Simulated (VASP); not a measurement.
Al3Cu2:

```
Al Cu
1.0
     4.09195    0.00000    0.00000
    -2.04598    3.54373    0.00000
     0.00000    0.00000    4.99278
Al Cu
3 2
Direct
  0.00000 0.00000 0.00000
  0.33333 0.66667 0.34993
  0.66667 0.33333 0.65007
  0.33333 0.66667 0.83951
  0.66667 0.33333 0.16049
```

Base run:

- Program: VASP 6.6.1
- Functional: PBEsol
- Potentials or basis: VASP PAW PBE potentials, release 64 (Al, Cu)
- Cutoff: 520 eV
- k mesh: 6 × 6 × 5
- Occupations: fermi-dirac, width 0.01 eV
- Spin: no spin polarisation

Its results: pressure 0.6 GPa; largest force 0.088 eV/Å.

**Question.** The run is repeated on the same cell with these changes: k mesh from 6 × 6 × 5 to 4 × 4 × 3. What comes out?

**Answer.** Pressure 1.9 GPa; largest force 0.145 eV/Å.

Caveats: some runs use coarse meshes; the PAW data sets were made with another functional, which shifts forces and pressure a little.
